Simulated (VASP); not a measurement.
# Se (Im-3m) in VASP: single point with LDA

Aim: the single point of Se with LDA.

All numbers are computed with VASP 6.6.1; they aren't measurements. Logs are shortened: lines on timing, memory, paths and dates and some standing lists are left out, and cuts for length are marked.

## Step 1: The cell of the first run

Symmetry: Im-3m, No. 229, cubic system. Conventional cell: a = 2.808 Å, b = 2.808 Å, c = 2.808 Å, α = 90.00°, β = 90.00°, γ = 90.00°. Se (site symmetry m-3m) has 14 Se at 2.43 to 2.81 Å within 3.2 Å.

This isn't the form of Se at room conditions, which is trigonal, of chains.

## Step 2: Single point, LDA

INCAR

```
PREC     = Accurate       # precision mode
ENCUT    = 520            # plane-wave cutoff, eV
EDIFF    = 1E-7           # SCF threshold, eV
ISMEAR   = 0              # smearing method
SIGMA    = 0.05           # smearing width, eV
LREAL    = F              # projectors in reciprocal space
LASPH    = T              # aspherical terms in the spheres
NELM     = 80             # most SCF steps
ALGO     = Normal         # electronic algorithm
ISIF     = 2              # what is computed and relaxed
LWAVE    = F              # write WAVECAR
LCHARG   = F              # write CHGCAR
GGA      = CA             # functional
NBANDS   = 9              # bands
```

KPOINTS

```
regular mesh
0
Gamma
  23 23 23
```

POSCAR

```
Se
1.0
   -1.4038000000      1.4038000000      1.4038000000
    1.4038000000     -1.4038000000      1.4038000000
    1.4038000000      1.4038000000     -1.4038000000
Se
1
Direct
    0.0000000000      0.0000000000      0.0000000000
```

Potentials or basis: VASP PAW LDA potentials, release 64 (Se).

The run is started by

```sh
$ cat potpaw_LDA.64/Se/POTCAR > POTCAR
$ mpirun -np 1 vasp_std > vasp.out
```

OUTCAR:

```text
PREC = Accurate
   ENCUT = 520
   EDIFF = 1E-7
   ISMEAR = 0
   LREAL = F
   LASPH = T
   NELM = 80
   ISIF = 2
   GGA = CA

 ion  position               nearest neighbor table
   1  0.000  0.000  0.000-

  LATTYP: Found a body centered cubic cell.
 ALAT       =     2.8076000000

  Lattice vectors:

 A1 = (  -1.4038000000,   1.4038000000,   1.4038000000)
 A2 = (   1.4038000000,  -1.4038000000,   1.4038000000)
 A3 = (   1.4038000000,   1.4038000000,  -1.4038000000)

Analysis of symmetry for initial positions (statically):
=====================================================================
 Subroutine PRICEL returns:
 Original cell was already a primitive cell.

 Routine SETGRP: Setting up the symmetry group for a
 body centered cubic supercell.

 Subroutine GETGRP returns: Found 48 space group operations
 (whereof 48 operations were pure point group operations)
 out of a pool of 48 trial point group operations.

The static configuration has the point symmetry O_h .

Analysis of symmetry for dynamics (positions and initial velocities):
=====================================================================
 Subroutine PRICEL returns:
 Original cell was already a primitive cell.

 Routine SETGRP: Setting up the symmetry group for a
 body centered cubic supercell.

 Subroutine GETGRP returns: Found 48 space group operations
 (whereof 48 operations were pure point group operations)
 out of a pool of 48 trial point group operations.

The dynamic configuration has the point symmetry O_h .

 Subroutine INISYM returns: Found 48 space group operations
 (whereof 48 operations are pure point group operations),
 and found     1 'primitive' translations

----------------------------------------------------------------------------------------

                                     Primitive cell

  volume of cell :      11.0656

  direct lattice vectors                    reciprocal lattice vectors
    -1.403800000  1.403800000  1.403800000     0.000000000  0.356176093  0.356176093
     1.403800000 -1.403800000  1.403800000     0.356176093  0.000000000  0.356176093
     1.403800000  1.403800000 -1.403800000     0.356176093  0.356176093  0.000000000

  length of vectors
     2.431452924  2.431452924  2.431452924     0.503709062  0.503709062  0.503709062

  position of ions in fractional coordinates (direct lattice)
     0.000000000  0.000000000  0.000000000

  ion indices of the primitive-cell ions
   primitive index   ion index
                 1           1

----------------------------------------------------------------------------------------

 KPOINTS: regular mesh

Automatic generation of k-mesh.
 Grid dimensions read from file:
 generate k-points for:   23   23   23

 Generating k-lattice:

  Cartesian coordinates                     Fractional coordinates (reciprocal lattice)
     0.000000000  0.015485917  0.015485917     0.043478261  0.000000000  0.000000000
     0.015485917  0.000000000  0.015485917     0.000000000  0.043478261  0.000000000
     0.015485917  0.015485917  0.000000000     0.000000000  0.000000000  0.043478261

  Length of vectors
     0.021900394  0.021900394  0.021900394

  Shift w.r.t. Gamma in fractional coordinates (k-lattice)
     0.000000000  0.000000000  0.000000000

 Subroutine IBZKPT returns following result:
 ===========================================

 Found    364 irreducible k-points:

 Following reciprocal coordinates:
            Coordinates               Weight
  0.000000  0.000000  0.000000      1.000000
  0.043478  0.000000  0.000000     12.000000
  0.086957  0.000000  0.000000     12.000000
  0.130435  0.000000  0.000000     12.000000
  0.173913  0.000000  0.000000     12.000000
  0.217391  0.000000  0.000000     12.000000
[... 16 lines left out ...]
  0.478261  0.043478  0.000000     24.000000
  0.086957  0.086957  0.000000     24.000000
 [... further k-points ...]
   k-points           NKPTS =    364   k-points in BZ     NKDIM =    364   number of bands    NBANDS=      9
   number of dos      NEDOS =    301   number of ions     NIONS =      1
   total plane-waves  NPLWV =   5832
   dimension x,y,z NGX =    18 NGY =   18 NGZ =   18
   dimension x,y,z NGXF=    36 NGYF=   36 NGZF=   36
   ions per type =               1
   NGX,Y,Z   is equivalent  to a cutoff of  12.31, 12.31, 12.31 a.u.
   NGXF,Y,Z  is equivalent  to a cutoff of  24.61, 24.61, 24.61 a.u.
 SYSTEM =  unknown system
   PREC   = accura    normal or accurate (medium, high low for compatibility)
   ISTART =      0    job   : 0-new  1-cont  2-samecut
   ICHARG =      2    charge: 1-file 2-atom 10-const
   ISPIN  =      1    spin polarized calculation?
   LNONCOLLINEAR =      F non collinear calculations
   LSORBIT =      F    spin-orbit coupling
   LASPH  =      T    aspherical Exc in radial PAW
   ENCUT  =  520.0 eV  38.22 Ry    6.18 a.u.   4.52  4.52  4.52*2*pi/ulx,y,z
   NELM   =     80;   NELMIN=  2; NELMDL= -5     # of ELM steps
   EDIFF  = 0.1E-06   stopping-criterion for ELM
   LREAL  =      F    real-space projection
   EDIFFG = 0.1E-05   stopping-criterion for IOM
   NSW    =      0    number of steps for IOM
   IBRION =     -1    ionic relax: 0-MD 1-quasi-New 2-CG
   NFREE  =      0    steps in history (QN), initial steepest desc. (CG)
   ISIF   =      2    stress and relaxation
   ISYM   =      2    0-nonsym 1-usesym 2-fastsym
   POTIM  = 0.5000    time-step for ionic-motion
   TEBEG  =    0.0;   TEEND  =   0.0 temperature during run
   PSTRESS=    0.0 pullay stress
   NELECT =       6.0000    total number of electrons
   NUPDOWN=      -1.0000    fix difference up-down
   EMIN   =  10.00;   EMAX   =-10.00  energy-range for DOS
   EFERMI =   0.00;   METHOD = LEGACY
   ISMEAR =     0;   SIGMA  =   0.05  broadening in eV -4-tet -1-fermi 0-gaus
   EFERMI_NEDOS =   21; number of points for ismear=-14 and -15
   IALGO  =     38    algorithm
   IMIX   =      4    mixing-type and parameters
     AMIX     =   0.40;   BMIX     =  1.00
     AMIX_MAG =   1.60;   BMIX_MAG =  1.00
  volume/ion in A,a.u.               =      11.07        74.67
  Fermi-wavevector in a.u.,A,eV,Ry     =   1.334955  2.522699 24.247014  1.782105
  Thomas-Fermi vector in A             =   2.463697
   LORBIT       =      0    0 simple, 1 ext, 2 COOP (PROOUT), +10 PAW based schemes
   GGA     = CA    functional components
   LHFCALC =     F    Hartree Fock is set to
   AEXX    =    0.0000 exact exchange contribution
   IVDW    =     0    specifies the selected vdW correction
   LEPSILON=     F    determine dielectric tensor
   LRPA    =     F    only Hartree local field effects (RPA)
 non-spin polarized calculation
 Gauss-broadening in eV      SIGMA  =   0.05
  energy-cutoff  :      520.00
  volume of cell :       11.07
 maximum number of plane-waves:       321
 NGX is ok and might be reduce to    18
   NGX =  9   NGY =  9   NGZ =  9

 number of electron       5.9999998 magnetization

 Free energy of the ion-electron system (eV)
  ---------------------------------------------------
  ext. energy  EPLUGINS =         0.00000000
  ---------------------------------------------------
  free energy    TOTEN  =        -1.27624607 eV

  energy without entropy =       -1.27562566  energy(sigma->0) =       -1.27593586

 E-fermi :  15.7195     XC(G=0): -13.6343

 val. band max:       15.7000033355   @ k =  -0.2174   0.2174   0.2174
 cond. band min:      15.7308623724   @ k =  -0.2174   0.2609   0.1304
 fundamental gap:      0.0308590369
 Fermi energy:        15.7195145213

 k-point     1 :       0.0000    0.0000    0.0000
  band No.  band energies     occupation
      1      -8.2896      2.00000
      2      23.2189      0.00000
      3      23.2189      0.00000
      4      23.2189      0.00000
      5      29.8262      0.00000
      6      29.8262      0.00000
      7      29.8262      0.00000
      8      33.6020      0.00000
      9      33.6020      0.00000

 k-point     2 :       0.0435    0.0000    0.0000
  band No.  band energies     occupation
      1      -8.2180      2.00000
      2      22.6311      0.00000
      3      22.8919      0.00000
      4      23.1452      0.00000
      5      29.4040      0.00000
      6      29.6996      0.00000
      7      30.2708      0.00000
      8      32.3539      0.00000
      9      32.8823      0.00000

 k-point     3 :       0.0870    0.0000    0.0000
  band No.  band energies     occupation
      1      -8.0033      2.00000
      2      21.1120      0.00000
      3      22.1018      0.00000
      4      22.9285      0.00000
      5      28.5056      0.00000
      6      29.0326      0.00000
      7      31.4137      0.00000
      8      32.0209      0.00000
      9      32.2567      0.00000

 k-point     4 :       0.1304    0.0000    0.0000
  band No.  band energies     occupation
      1      -7.6455      2.00000
      2      19.0828      0.00000
      3      21.1339      0.00000
      4      22.5854      0.00000
      5      27.5157      0.00000
      6      28.0589      0.00000
      7      31.9378      0.00000
      8      32.3853      0.00000
      9      32.9709      0.00000

 k-point     5 :       0.1739    0.0000    0.0000
  band No.  band energies     occupation
      1      -7.1449      2.00000
      2      16.8362      0.00000
      3      20.1497      0.00000
      4      22.1492      0.00000
      5      26.5715      0.00000
      6      27.1243      0.00000
      7      31.9225      0.00000
      8      32.9691      0.00000
      9      34.7814      0.00000

 k-point     6 :       0.2174    0.0000    0.0000
  band No.  band energies     occupation
      1      -6.5023      2.00000
      2      14.5309      2.00000
      3      19.2247      0.00000
      4      21.6643      0.00000
      5      25.7192      0.00000
      6      26.3007      0.00000
      7      32.1835      0.00000
      8      33.6547      0.00000
      9      36.7710      0.00000
[... 169 lines left out ...]
 k-point    21 :       0.3913    0.0435    0.0000
  band No.  band energies     occupation
      1      -1.8827      2.00000
      2       5.0818      2.00000
      3      16.1058      0.00000
      4      19.3303      0.00000
      5      23.8119      0.00000
      6      24.7027      0.00000
      7      35.2359      0.00000
      8      38.6660      0.00000
      9      41.1902      0.00000

 k-point    22 :       0.4348    0.0435    0.0000
  band No.  band energies     occupation
      1      -0.6214      2.00000
      2       3.4185      2.00000
      3      15.8825      0.00000
      4      19.1622      0.00000
      5      23.6304      0.00000
      6      24.5360      0.00000
      7      36.4095      0.00000
      8      39.5698      0.00000
      9      40.0083      0.00000

 k-point    23 :       0.4783    0.0435    0.0000
  band No.  band energies     occupation
      1       0.1525      2.00000
      2       2.5101      2.00000
      3      15.8078      0.01252
      4      19.1057      0.00000
      5      23.5698      0.00000
      6      24.4802      0.00000
      7      37.2247      0.00000
      8      38.7478      0.00000
      9      40.8030      0.00000

 k-point    24 :       0.0870    0.0870    0.0000
  band No.  band energies     occupation
      1      -7.4309      2.00000
      2      18.5094      0.00000
      3      20.2024      0.00000
      4      21.8183      0.00000
      5      27.6640      0.00000
      6      28.3994      0.00000
      7      31.0700      0.00000
      8      32.6676      0.00000
      9      34.3214      0.00000

 [... further k-points ...]

------------------------ aborting loop because EDIFF is reached ----------------------------------------

  FORCE on cell =-STRESS in cart. coord.  units (eV):
  Direction    XX          YY          ZZ          XY          YZ          ZX
  --------------------------------------------------------------------------------------
  -------------------------------------------------------------------------------------
  Total       11.1007316     11.1007316     11.1007316     -0.0000000      0.0000000      0.0000000
  in kB     1607.2612684   1607.2612684   1607.2612684     -0.0000000      0.0000000      0.0000000
  external PRESSURE =    1607.2612684 kB  Pullay stress =       0.0000000 kB

 VOLUME and BASIS-vectors are now :
 -----------------------------------------------------------------------------
  energy-cutoff  :      520.00
  volume of cell :       11.07
      direct lattice vectors                 reciprocal lattice vectors
    -1.403800000  1.403800000  1.403800000     0.000000000  0.356176093  0.356176093
     1.403800000 -1.403800000  1.403800000     0.356176093  0.000000000  0.356176093
     1.403800000  1.403800000 -1.403800000     0.356176093  0.356176093  0.000000000

 POSITION                                       TOTAL-FORCE (eV/Angst)
 -----------------------------------------------------------------------------------
      0.00000      0.00000      0.00000         0.000000     -0.000000      0.000000
 -----------------------------------------------------------------------------------
    total drift:                                0.000000      0.000000      0.000000

  FREE ENERGIE OF THE ION-ELECTRON SYSTEM (eV)
  ---------------------------------------------------
  free  energy   TOTEN  =        -1.2762460662 eV

  energy  without entropy=       -1.2756256555  energy(sigma->0) =       -1.27593586
```

Wall time 23 s (1 thread of Intel Xeon Platinum 8259CL at 2.50GHz (Skylake/Cascade Lake), shared host); peak memory 0.14 GiB.

What came out:

```
Free energy            : -1.2762 eV
Pressure               : 160.7 GPa
Band gap on the k mesh : zero (bands 3 and 4 overlap by 14.93 eV)
```

Levels at points of the mesh, in eV from the Fermi level:
```csv
k point,band 1,band 2,band 3,band 4,band 5,band 6
"(0.00, 0.00, 0.00)",-24.01,7.50,7.50,7.50,14.11,14.11
```

Caveat: the cell stands under pressure.
